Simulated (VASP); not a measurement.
# TaSi (P-3m1) in VASP: notebook, part 2 of 2

VASP 6.6.1. The steps go on from the part before.

## Step 3: Relaxation of cell and atoms, PBE

This run uses another cell than the first one: it holds 4 atoms, not 8.

Contents of INCAR:

```
PREC = Accurate
ENCUT = 600
EDIFF = 1E-6
ISMEAR = 0
SIGMA = 0.1
LREAL = False
LASPH = True
NELM = 60
ALGO = Normal
ISIF = 3
LWAVE = False
LCHARG = False
GGA = PE
IBRION = 2
NSW = 90
EDIFFG = -0.04
```

Contents of KPOINTS:

```
regular mesh
0
Gamma
  6 6 4
```

Contents of POSCAR:

```
TaSi
1.0
    3.4207687403      0.0000000000      0.0000000000
   -1.7103843701      2.9624726296      0.0000000000
    0.0000000000      0.0000000000      6.7390374720
Ta Si
2 2
Direct
    0.3333333333      0.6666666667      0.8442636606
    0.6666666667      0.3333333333      0.1557363394
    0.3333333333      0.6666666667      0.4076166605
    0.6666666667      0.3333333333      0.5923833395
```

Potentials or basis: VASP PAW PBE potentials, release 64 (Ta_pv, Si).

Started as:

```bash
$ cat potpaw_PBE.64/Ta_pv/POTCAR potpaw_PBE.64/Si/POTCAR > POTCAR
$ mpirun -np 1 vasp_std > vasp.out
```

OUTCAR:

```text
PREC = Accurate
   ENCUT = 600
   EDIFF = 1E-6
   ISMEAR = 0
   LREAL = False
   LASPH = True
   NELM = 60
   ISIF = 3
   GGA = PE
   IBRION = 2
   NSW = 90
   EDIFFG = -0.04

 ion  position               nearest neighbor table
   1  0.333  0.667  0.844-   4 2.60   4 2.60   4 2.60   2 2.88   2 2.88   2 2.88   3 2.94
   2  0.667  0.333  0.156-   3 2.60   3 2.60   3 2.60   1 2.88   1 2.88   1 2.88   4 2.94
   3  0.333  0.667  0.408-   4 2.33   4 2.33   4 2.33   2 2.60   2 2.60   2 2.60   1 2.94
   4  0.667  0.333  0.592-   3 2.33   3 2.33   3 2.33   1 2.60   1 2.60   1 2.60   2 2.94

  LATTYP: Found a hexagonal cell.
 ALAT       =     3.4207687403
 C/A-ratio  =     1.9700359725

  Lattice vectors:

 A1 = (   3.4207687403,   0.0000000000,   0.0000000000)
 A2 = (  -1.7103843701,   2.9624726296,   0.0000000000)
 A3 = (   0.0000000000,   0.0000000000,   6.7390374720)

Analysis of symmetry for initial positions (statically):
=====================================================================
 Subroutine PRICEL returns:
 Original cell was already a primitive cell.

 Routine SETGRP: Setting up the symmetry group for a
 hexagonal supercell.

 Subroutine GETGRP returns: Found 12 space group operations
 (whereof 12 operations were pure point group operations)
 out of a pool of 24 trial point group operations.

The static configuration has the point symmetry D_3d.

Analysis of symmetry for dynamics (positions and initial velocities):
=====================================================================
 Subroutine PRICEL returns:
 Original cell was already a primitive cell.

 Routine SETGRP: Setting up the symmetry group for a
 hexagonal supercell.

 Subroutine GETGRP returns: Found 12 space group operations
 (whereof 12 operations were pure point group operations)
 out of a pool of 24 trial point group operations.

[... 109 lines left out ...]
   ISIF   =      3    stress and relaxation
   ISYM   =      2    0-nonsym 1-usesym 2-fastsym
   POTIM  = 0.5000    time-step for ionic-motion
   TEBEG  =    0.0;   TEEND  =   0.0 temperature during run
   PSTRESS=    0.0 pullay stress
   NELECT =      30.0000    total number of electrons
   NUPDOWN=      -1.0000    fix difference up-down
   EMIN   =  10.00;   EMAX   =-10.00  energy-range for DOS
   EFERMI =   0.00;   METHOD = LEGACY
   ISMEAR =     0;   SIGMA  =   0.10  broadening in eV -4-tet -1-fermi 0-gaus
   EFERMI_NEDOS =   21; number of points for ismear=-14 and -15
   IALGO  =     38    algorithm
   IMIX   =      4    mixing-type and parameters
     AMIX     =   0.40;   BMIX     =  1.00
     AMIX_MAG =   1.60;   BMIX_MAG =  1.00
  volume/ion in A,a.u.               =      17.07       115.22
  Fermi-wavevector in a.u.,A,eV,Ry     =   1.244486  2.351737 21.071953  1.548745
  Thomas-Fermi vector in A             =   2.378750
   LORBIT       =      0    0 simple, 1 ext, 2 COOP (PROOUT), +10 PAW based schemes
   GGA     = PE    functional components
   LHFCALC =     F    Hartree Fock is set to
   AEXX    =    0.0000 exact exchange contribution
   IVDW    =     0    specifies the selected vdW correction
   LEPSILON=     F    determine dielectric tensor
   LRPA    =     F    only Hartree local field effects (RPA)
 conjugate gradient relaxation of ions
 non-spin polarized calculation
 Gauss-broadening in eV      SIGMA  =   0.10
  energy-cutoff  :      600.00
  volume of cell :       68.29
 maximum number of plane-waves:      2298
 NGX is ok and might be reduce to    28

--------------------------------------- Ionic step        1  -------------------------------------------

 number of electron      29.9999998 magnetization

 Free energy of the ion-electron system (eV)
  ---------------------------------------------------
  ext. energy  EPLUGINS =         0.00000000
  ---------------------------------------------------
  free energy    TOTEN  =       -34.10913824 eV

  energy without entropy =      -34.09437721  energy(sigma->0) =      -34.10175773

------------------------ aborting loop because EDIFF is reached ----------------------------------------

  FORCE on cell =-STRESS in cart. coord.  units (eV):
  Direction    XX          YY          ZZ          XY          YZ          ZX
  --------------------------------------------------------------------------------------
  -------------------------------------------------------------------------------------
  Total        0.1327062      0.1327062     -0.1157988      0.0000000      0.0000000      0.0000000
  in kB        3.1133342      3.1133342     -2.7166812      0.0000000      0.0000000      0.0000000
  external PRESSURE =       1.1699957 kB  Pullay stress =       0.0000000 kB
[... 101 lines left out ...]
--------------------------------------- Ionic step        4  -------------------------------------------

 number of electron      30.0000000 magnetization

 Free energy of the ion-electron system (eV)
  ---------------------------------------------------
  ext. energy  EPLUGINS =         0.00000000
  ---------------------------------------------------
  free energy    TOTEN  =       -34.11160762 eV

  energy without entropy =      -34.09824244  energy(sigma->0) =      -34.10492503

 E-fermi :   6.9418     XC(G=0): -11.6351

 val. band max:        6.8763827258   @ k =   0.3333   0.0000   0.2500
 cond. band min:       6.9758255752   @ k =   0.0000   0.0000   0.2500
 fundamental gap:      0.0994428494
 Fermi energy:         6.9417582529

 k-point     1 :       0.0000    0.0000    0.0000
  band No.  band energies     occupation
      1     -27.4361      2.00000
      2     -27.1948      2.00000
      3     -27.1948      2.00000
      4     -27.0146      2.00000
      5     -27.0146      2.00000
      6     -26.8980      2.00000
[... 548 lines left out ...]
  FREE ENERGIE OF THE ION-ELECTRON SYSTEM (eV)
  ---------------------------------------------------
  free  energy   TOTEN  =       -34.1116076226 eV

  energy  without entropy=      -34.0982424412  energy(sigma->0) =      -34.10492503

 reached required accuracy - stopping structural energy minimisation
```

CONTCAR:

```text
TaSi
   1.00000000000000
     3.4286909331639790    0.0000000000001337    0.0000000000000000
    -1.7143454665317579    2.9693334498740174    0.0000000000000000
     0.0000000000000000    0.0000000000000000    6.7098736795931382
  Ta              Si
     2     2
Direct
     0.3333333332999970    0.6666666667000030    0.8461122625779268
     0.6666666667000030    0.3333333332999970    0.1538877374220730
     0.3333333332999970    0.6666666667000030    0.4077251790772223
     0.6666666667000030    0.3333333332999970    0.5922748209227777

  0.00000000E+00  0.00000000E+00  0.00000000E+00
  0.00000000E+00  0.00000000E+00  0.00000000E+00
  0.00000000E+00  0.00000000E+00  0.00000000E+00
  0.00000000E+00  0.00000000E+00  0.00000000E+00
```

It took 66 s on 1 thread of Intel Xeon Platinum 8375C at 2.90GHz (Ice Lake), shared host; peak memory 0.22 GiB.

Results:

```yaml
Free_energy: -34.1116 eV
Relaxed_volume: 17.08 Å³/atom
Relaxed_cell: a = 3.429 Å, b = 3.429 Å, c = 6.710 Å, α = 90.00°, β = 90.00°, γ = 120.00°
Space_group_after_relaxing_to_0.05_Å: P-3m1 (No. 164)
Energy_gained_by_relaxing: 0.6 meV/atom
Ionic_steps: 4
Pressure_after_relaxing: 0.3 GPa
Largest_force_after_relaxing: 0.011 eV/Å
Band_gap_on_the_k_mesh: zero (band 15 reaches 7.98 eV, above the bottom of band 16 at 6.73 eV)
```

Forces in eV/Å, atoms in the order of the input:
```
Ta   0.000  0.000 -0.009
Ta   0.000  0.000  0.009
Si   0.000  0.000 -0.011
Si   0.000  0.000  0.011
```

Stress tensor (GPa, compression positive):
```
0.22 0.00 0.00
0.00 0.22 0.00
0.00 0.00 0.33
```

The path:
| step | energy change (eV) | largest force (eV/Å) | pressure (GPa) | volume (Å³) |
| --- | --- | --- | --- | --- |
| 1 | 0.0000 | 0.1628 | 0.12 | 68.29 |
| 2 | -0.0021 | 0.0480 | -0.09 | 68.42 |
| 3 | -0.0023 | 0.0485 | -0.15 | 68.46 |
| 4 | -0.0025 | 0.0108 | 0.25 | 68.31 |

Final structure:
```yaml
crystal:
  lattice:
    - [3.42869, 0.00000, 0.00000]
    - [-1.71435, 2.96933, 0.00000]
    - [0.00000, 0.00000, 6.70987]
  atoms:
    - { symbol: Ta, position: [0.33333, 0.66667, 0.84611] }
    - { symbol: Ta, position: [0.66667, 0.33333, 0.15389] }
    - { symbol: Si, position: [0.33333, 0.66667, 0.40773] }
    - { symbol: Si, position: [0.66667, 0.33333, 0.59227] }
```

Caveat: spin-orbit coupling is left out, which moves the levels of the heavy elements.

## Step 4: Single point, PBE

This run uses another cell than the first one: it holds 4 atoms, not 8.

Contents of INCAR:

```
SYSTEM = TaSi
PREC     = Accurate       ! precision mode
ENCUT    = 520            ! plane-wave cutoff, eV
EDIFF    = 1E-7           ! SCF threshold, eV
ISMEAR   = 0              ! smearing method
SIGMA    = 0.1            ! smearing width, eV
LREAL    = .FALSE.        ! projectors in reciprocal space
LASPH    = .TRUE.         ! aspherical terms in the spheres
NELM     = 60             ! most SCF steps
ALGO     = Normal         ! electronic algorithm
ISIF     = 2              ! what is computed and relaxed
LWAVE    = .FALSE.        ! write WAVECAR
LCHARG   = .TRUE.         ! write CHGCAR
GGA      = PE             ! functional
LELF     = .TRUE.         ! ELF
LVHAR    = .TRUE.       
NBANDS   = 23             ! bands
```

Contents of KPOINTS:

```
regular mesh
0
G
  18 18 8
  0 0 0
```

Contents of POSCAR:

```
TaSi
1.0
    3.4345860091      0.0000000000      0.0000000000
   -1.7172930046      2.9744387354      0.0000000000
    0.0000000000      0.0000000000      6.6963174805
Ta Si
2 2
Direct
    0.3333333333      0.6666666667      0.8463408723
    0.6666666667      0.3333333333      0.1536591277
    0.3333333333      0.6666666667      0.4076616214
    0.6666666667      0.3333333333      0.5923383786
```

Started as:

```bash
$ cat potpaw_PBE.64/Ta_pv/POTCAR potpaw_PBE.64/Si/POTCAR > POTCAR
$ mpirun -np 1 vasp_std > vasp.out
```

It took 5.3 min on 1 thread of Intel Xeon Platinum 8375C at 2.90GHz (Ice Lake), shared host; peak memory 0.46 GiB.

Results (log left out):

| Property | Result |
| --- | --- |
| Free energy | -34.1132 eV |
| Pressure | 0.0 GPa |
| Largest force | 0.020 eV/Å |
| Band gap on the k mesh | zero (band 15 reaches 7.98 eV, above the bottom of band 16 at 6.68 eV) |

Forces on the atoms (eV/Å):
```
Ta   0.000  0.000  0.014
Ta   0.000  0.000 -0.014
Si   0.000  0.000  0.020
Si   0.000  0.000 -0.020
```

Levels at points of the mesh, in eV from the Fermi level:
```tsv
k point	band 11	band 12	band 13	band 14	band 15	band 16	band 17	band 18	band 19	band 20
(0.00, 0.00, 0.00)	-0.89	-0.89	-0.80	-0.80	-0.26	-0.26	1.27	2.59	2.59	3.56
(0.50, 0.00, 0.00)	-3.07	-2.69	-2.29	-1.31	0.90	1.18	1.30	1.99	3.04	3.25
(0.00, 0.00, 0.50)	-1.46	-1.46	-0.48	-0.48	1.01	1.02	1.02	1.18	1.18	2.38
(0.50, 0.00, 0.50)	-2.68	-2.38	-1.65	-1.25	-0.72	0.37	2.97	3.34	3.60	3.64
```

Caveat: spin-orbit coupling is left out, which moves the levels of the heavy elements.

## Step 5: Summary

| task | cell | k mesh | cutoff (eV) | smearing | gap on the mesh (eV) | pressure (GPa) | largest force (eV/Å) |
| --- | --- | --- | --- | --- | --- | --- | --- |
| single point | a = 3.435, b = 3.435, c = 13.393 Å, angles 90.0, 90.0, 120.0°, 8 atoms | 6 × 6 × 2 | 520 | gaussian 0.2 eV | none | 0.2 | 0.08 |
| relaxation of cell and atoms | relaxed from a = 3.421, b = 3.421, c = 6.739 Å, angles 90.0, 90.0, 120.0°, 4 atoms | 6 × 6 × 4 | 600 | gaussian 0.1 eV | none | 0.3 | 0.01 |
| single point | a = 3.435, b = 3.435, c = 6.696 Å, angles 90.0, 90.0, 120.0°, 4 atoms | 18 × 18 × 8 | 520 | gaussian 0.1 eV | none | 0.0 | 0.02 |

Alike in all rows: level PBE; potentials or basis VASP PAW PBE potentials, release 64 (Ta_pv, Si); no spin polarisation.

Caveats: spin-orbit coupling is left out, which moves the levels of the heavy elements.

Total energies depend on the potentials used, so only differences within one code and one set of settings carry meaning.
